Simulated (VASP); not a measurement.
# BAs (F-43m) in VASP: single point with r2SCAN

Aim: the single point of BAs with r2SCAN.

All numbers are computed with VASP 6.6.1; they aren't measurements. Logs are shortened: lines on timing, memory, paths and dates and some standing lists are left out, and cuts for length are marked.

**1. The cell of the first run**

It takes space group F-43m (No. 216, cubic). The conventional cell has a = 4.927 Å, b = 4.927 Å, c = 4.927 Å, α = 90.00°, β = 90.00°, γ = 90.00°. Within 2.8 Å of B (site symmetry -43m) lie 4 As at 2.13 Å. As (site symmetry -43m) has 4 B at 2.13 Å within 2.8 Å.

**2. Single point, r2SCAN (strain +3.0%)**

Contents of POSCAR:

```
BAs
1.0
    0.0000000000      2.4636236322      2.4636236322
    2.4636236322      0.0000000000      2.4636236322
    2.4636236322      2.4636236322      0.0000000000
B As
1 1
Direct
    0.0000000000      0.0000000000      0.0000000000
    0.2500000000      0.2500000000      0.2500000000
```

Contents of INCAR.step1:

```
SYSTEM = BAs
ALGO     = Normal         ! electronic algorithm
EDIFF    = 1E-5           ! SCF threshold, eV
ENCUT    = 620            ! plane-wave cutoff, eV
GGA      = PE             ! functional
GGA_COMPAT= .FALSE.      
ISMEAR   = 0              ! smearing method
LASPH    = .TRUE.         ! aspherical terms in the spheres
LCHARG   = .FALSE.        ! write CHGCAR
LREAL    = .FALSE.        ! projectors in reciprocal space
LWAVE    = .TRUE.         ! write WAVECAR
NBANDS   = 16             ! bands
NELM     = 120            ! most SCF steps
PREC     = Accurate       ! precision mode
SIGMA    = 0.01           ! smearing width, eV
```

Contents of INCAR.step2:

```
SYSTEM = BAs
ALGO     = Normal         ! electronic algorithm
EDIFF    = 1E-6           ! SCF threshold, eV
ENCUT    = 620            ! plane-wave cutoff, eV
GGA_COMPAT= .FALSE.      
ISIF     = 2              ! what is computed and relaxed
ISMEAR   = 0              ! smearing method
ISTART   = 1            
LASPH    = .TRUE.         ! aspherical terms in the spheres
LCHARG   = .FALSE.        ! write CHGCAR
LMIXTAU  = .TRUE.       
LREAL    = .FALSE.        ! projectors in reciprocal space
LWAVE    = .FALSE.        ! write WAVECAR
METAGGA  = R2SCAN         ! meta-GGA
NBANDS   = 16             ! bands
NELM     = 120            ! most SCF steps
PREC     = Accurate       ! precision mode
SIGMA    = 0.01           ! smearing width, eV
```

Contents of KPOINTS:

```
k-points
0
G
  10 10 10
  0 0 0
```

Potentials or basis: VASP PAW PBE potentials, release 64 (B, As_d).

Command:

```bash
$ cat potpaw_PBE.64/B/POTCAR potpaw_PBE.64/As_d/POTCAR > POTCAR
$ cp INCAR.step1 INCAR
$ mpirun -np 1 vasp_std > vasp.out
$ cp INCAR.step2 INCAR
$ mpirun -np 1 vasp_std > vasp.out
```

OUTCAR:

```text
SYSTEM = BAs
   EDIFF = 1E-6
   ENCUT = 620
   ISIF = 2
   ISMEAR = 0
   ISTART = 1
   LASPH = .TRUE.
   LREAL = .FALSE.
   METAGGA = R2SCAN
   NELM = 120
   PREC = Accurate

 ion  position               nearest neighbor table
   1  0.000  0.000  0.000-   2 2.13   2 2.13   2 2.13   2 2.13
   2  0.250  0.250  0.250-   1 2.13   1 2.13   1 2.13   1 2.13

  LATTYP: Found a face centered cubic cell.
 ALAT       =     4.9272472644

  Lattice vectors:

 A1 = (   0.0000000000,   2.4636236322,   2.4636236322)
 A2 = (   2.4636236322,   0.0000000000,   2.4636236322)
 A3 = (   2.4636236322,   2.4636236322,   0.0000000000)

Analysis of symmetry for initial positions (statically):
=====================================================================
 Subroutine PRICEL returns:
 Original cell was already a primitive cell.

 Routine SETGRP: Setting up the symmetry group for a
 face centered cubic supercell.

 Subroutine GETGRP returns: Found 24 space group operations
 (whereof 24 operations were pure point group operations)
 out of a pool of 48 trial point group operations.

The static configuration has the point symmetry T_d .

Analysis of symmetry for dynamics (positions and initial velocities):
=====================================================================
 Subroutine PRICEL returns:
 Original cell was already a primitive cell.

 Routine SETGRP: Setting up the symmetry group for a
 face centered cubic supercell.

 Subroutine GETGRP returns: Found 24 space group operations
 (whereof 24 operations were pure point group operations)
 out of a pool of 48 trial point group operations.

The dynamic configuration has the point symmetry T_d .

 Subroutine INISYM returns: Found 24 space group operations
 (whereof 24 operations are pure point group operations),
 and found     1 'primitive' translations

----------------------------------------------------------------------------------------

                                     Primitive cell

  volume of cell :      29.9056

  direct lattice vectors                    reciprocal lattice vectors
     0.000000000  2.463623632  2.463623632    -0.202953078  0.202953078  0.202953078
     2.463623632  0.000000000  2.463623632     0.202953078 -0.202953078  0.202953078
     2.463623632  2.463623632  0.000000000     0.202953078  0.202953078 -0.202953078

  length of vectors
     3.484089953  3.484089953  3.484089953     0.351525043  0.351525043  0.351525043

  position of ions in fractional coordinates (direct lattice)
     0.000000000  0.000000000  0.000000000
     0.250000000  0.250000000  0.250000000
[... 73 lines left out ...]
   LSORBIT =      F    spin-orbit coupling
   LASPH  =      T    aspherical Exc in radial PAW
   ENCUT  =  620.0 eV  45.57 Ry    6.75 a.u.   7.07  7.07  7.07*2*pi/ulx,y,z
   NELM   =    120;   NELMIN=  2; NELMDL=  0     # of ELM steps
   EDIFF  = 0.1E-05   stopping-criterion for ELM
   LREAL  =      F    real-space projection
   EDIFFG = 0.1E-04   stopping-criterion for IOM
   NSW    =      0    number of steps for IOM
   IBRION =     -1    ionic relax: 0-MD 1-quasi-New 2-CG
   NFREE  =      0    steps in history (QN), initial steepest desc. (CG)
   ISIF   =      2    stress and relaxation
   ISYM   =      2    0-nonsym 1-usesym 2-fastsym
   POTIM  = 0.5000    time-step for ionic-motion
   TEBEG  =    0.0;   TEEND  =   0.0 temperature during run
   PSTRESS=    0.0 pullay stress
   NELECT =      18.0000    total number of electrons
   NUPDOWN=      -1.0000    fix difference up-down
   EMIN   =  10.00;   EMAX   =-10.00  energy-range for DOS
   EFERMI =   0.00;   METHOD = LEGACY
   ISMEAR =     0;   SIGMA  =   0.01  broadening in eV -4-tet -1-fermi 0-gaus
   EFERMI_NEDOS =   21; number of points for ismear=-14 and -15
   IALGO  =     38    algorithm
   IMIX   =      4    mixing-type and parameters
     AMIX     =   0.40;   BMIX     =  1.00
     AMIX_MAG =   1.60;   BMIX_MAG =  1.00
  volume/ion in A,a.u.               =      14.95       100.91
  Fermi-wavevector in a.u.,A,eV,Ry     =   1.382233  2.612042 25.994863  1.910568
  Thomas-Fermi vector in A             =   2.506944
   LORBIT       =      0    0 simple, 1 ext, 2 COOP (PROOUT), +10 PAW based schemes
   METAGGA = R2SCAN    functional components
   LHFCALC =     F    Hartree Fock is set to
   AEXX    =    0.0000 exact exchange contribution
   IVDW    =     0    specifies the selected vdW correction
   LEPSILON=     F    determine dielectric tensor
   LRPA    =     F    only Hartree local field effects (RPA)
 non-spin polarized calculation
 Gauss-broadening in eV      SIGMA  =   0.01
  energy-cutoff  :      620.00
  volume of cell :       29.91
 maximum number of plane-waves:      1067
   NGX = 15   NGY = 15   NGZ = 15

 number of electron      17.9999992 magnetization

 Free energy of the ion-electron system (eV)
  ---------------------------------------------------
  ext. energy  EPLUGINS =         0.00000000
  ---------------------------------------------------
  free energy    TOTEN  =       -22.19691959 eV

  energy without entropy =      -22.19691959  energy(sigma->0) =      -22.19691959

 E-fermi :   4.0223     XC(G=0): -11.5389

 val. band max:        3.8298377337   @ k =   0.0000   0.0000   0.0000
 cond. band min:       5.2850847872   @ k =   0.4000   0.4000   0.0000
 fundamental gap:      1.4552470536
 Fermi energy:         4.0223405878

 k-point     1 :       0.0000    0.0000    0.0000
  band No.  band energies     occupation
      1     -32.7389      2.00000
      2     -32.7389      2.00000
      3     -32.7389      2.00000
      4     -32.7161      2.00000
      5     -32.7161      2.00000
      6     -11.4881      2.00000
[... 433 lines left out ...]
      3     -32.7295      2.00000
      4     -32.7191      2.00000
      5     -32.7126      2.00000
      6      -8.9562      2.00000
[... 8 lines left out ...]
     15      19.4058      0.00000
     16      20.0664      0.00000

 [... further k-points ...]
[... 5 lines left out ...]
  --------------------------------------------------------------------------------------
  -------------------------------------------------------------------------------------
  Total       -1.9206958     -1.9206958     -1.9206958      0.0000000     -0.0000000     -0.0000000
  in kB     -102.9001699   -102.9001699   -102.9001699      0.0000000     -0.0000000     -0.0000000
  external PRESSURE =    -102.9001699 kB  Pullay stress =       0.0000000 kB

 VOLUME and BASIS-vectors are now :
 -----------------------------------------------------------------------------
  energy-cutoff  :      620.00
  volume of cell :       29.91
      direct lattice vectors                 reciprocal lattice vectors
     0.000000000  2.463623632  2.463623632    -0.202953078  0.202953078  0.202953078
     2.463623632  0.000000000  2.463623632     0.202953078 -0.202953078  0.202953078
     2.463623632  2.463623632  0.000000000     0.202953078  0.202953078 -0.202953078

 POSITION                                       TOTAL-FORCE (eV/Angst)
 -----------------------------------------------------------------------------------
      0.00000      0.00000      0.00000        -0.000000     -0.000000     -0.000000
      1.23181      1.23181      1.23181         0.000000      0.000000      0.000000
 -----------------------------------------------------------------------------------
    total drift:                                0.000001      0.000001      0.000000

  FREE ENERGIE OF THE ION-ELECTRON SYSTEM (eV)
  ---------------------------------------------------
  free  energy   TOTEN  =       -22.1969195876 eV

  energy  without entropy=      -22.1969195876  energy(sigma->0) =      -22.19691959
```

OUTCAR.step1:

```text
SYSTEM = BAs
   EDIFF = 1E-5
   ENCUT = 620
   GGA = PE
   ISMEAR = 0
   LASPH = .TRUE.
   LREAL = .FALSE.
[... 676 lines left out ...]
      0.00000      0.00000      0.00000         0.000000     -0.000000      0.000000
      1.23181      1.23181      1.23181        -0.000000      0.000000     -0.000000
 -----------------------------------------------------------------------------------
    total drift:                                0.000001      0.000001      0.000001

  FREE ENERGIE OF THE ION-ELECTRON SYSTEM (eV)
  ---------------------------------------------------
  free  energy   TOTEN  =       -11.3877473519 eV

  energy  without entropy=      -11.3877473519  energy(sigma->0) =      -11.38774735
```

It took 3.2 min on 1 thread of AMD EPYC, shared host; peak memory 0.15 GiB.

Results:

- Free energy: -22.1969 eV
- Pressure: -10.3 GPa
- Band gap on the k mesh: 1.46 eV (least direct gap 3.33 eV)

Levels at points of the mesh, in eV from the valence-band top:
```tsv
k point	band 6	band 7	band 8	band 9	band 10	band 11	band 12	band 13
(0.00, 0.00, 0.00)	-15.32	0.00	0.00	0.00	3.33	3.33	3.33	3.88
(0.50, 0.00, 0.00)	-12.63	-8.57	-1.78	-1.78	2.41	4.95	4.95	9.32
(0.50, 0.50, 0.00)	-11.35	-8.54	-3.92	-3.92	1.71	1.76	11.26	11.26
```

Caveat: the cell differs from its parent crystal (strain +3.0%); the cell stands under tension; the PAW data sets were made with another functional, which shifts forces and pressure a little. A k mesh can miss the band edges.
